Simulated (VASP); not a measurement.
Crystal: Ni.

```
CELL_PARAMETERS angstrom
0.00000 1.75860 1.75860
1.75860 0.00000 1.75860
1.75860 1.75860 0.00000
ATOMIC_POSITIONS crystal
Ni 0.00000 0.00000 0.00000
```

Base run:

| Item | Value |
| --- | --- |
| Program | VASP 6.6.1 |
| Functional | PBE |
| Potentials or basis | VASP PAW PBE potentials, release 64 (Ni) |
| Cutoff | 520 eV |
| k mesh | 15 × 15 × 15 |
| Occupations | fermi-dirac, width 0.05 eV |
| Spin | collinear spin, ferromagnetic start |
| Starting moments | [1.21] μB |
| Fixed moment | 1.21 μB |

Its results: pressure 6.5 GPa; net moment 1.21 μB per cell; site moments Ni +1.18 μB.

Q: The run is repeated on the same cell with these changes: fixed moment from 1.21 μB to none; moments at the start from [1.21] to [0.2]. What comes out?

A: Pressure 0.3 GPa; net moment 0.64 μB per cell; site moments Ni +0.66 μB.

Caveats: the total moment is fixed, so each spin has its own Fermi level (some runs).
